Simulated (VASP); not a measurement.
Wanted: the native input for a VASP 6.6.1 run.

```yaml
Task: single point
Functional: PBE
Potentials_or_basis: VASP PAW PBE potentials, release 64 (In_d, P)
Cutoff: 520 eV
k_mesh: 8 × 8 × 8
Occupations: gaussian, width 0.013 eV
Spin: no spin polarisation
Dipole_correction: no
Further_INCAR_settings: ALGO = Normal; EDIFF = 1e-07; NBANDS = 16
```

The structure of InP lies in POSCAR:

```
InP
1.0
    0.0000000000      2.9305000000      2.9305000000
    2.9305000000      0.0000000000      2.9305000000
    2.9305000000      2.9305000000      0.0000000000
In P
1 1
Direct
    0.0000000000      0.0000000000      0.0000000000
    0.7500000000      0.7500000000      0.7500000000
```

The input as run:

INCAR

```
PREC = Accurate
ENCUT = 520
EDIFF = 1E-7
ISMEAR = 0
SIGMA = 0.013000000000000001
LREAL = F
LASPH = T
NELM = 100
ALGO = Normal
ISIF = 2
LWAVE = F
LCHARG = F
GGA = PE
NBANDS = 16
```

KPOINTS

```
regular mesh
0
Gamma
  8 8 8
```

Potentials or basis: VASP PAW PBE potentials, release 64 (In_d, P).

Command:

```console
$ cat potpaw_PBE.64/In_d/POTCAR potpaw_PBE.64/P/POTCAR > POTCAR
$ mpirun -np 1 vasp_std > vasp.out
```

It gave:

| Property | Result |
| --- | --- |
| Pressure | 3.3 GPa |
| Band gap on the k mesh | 0.71 eV, direct |

Caveat: spin-orbit coupling is left out, which moves the levels of the heavy elements.

It took 9.9 s on 1 thread of Intel(R) Xeon(R) 6975P-C (Granite Rapids), on a shared host, peak memory 0.17 GiB.
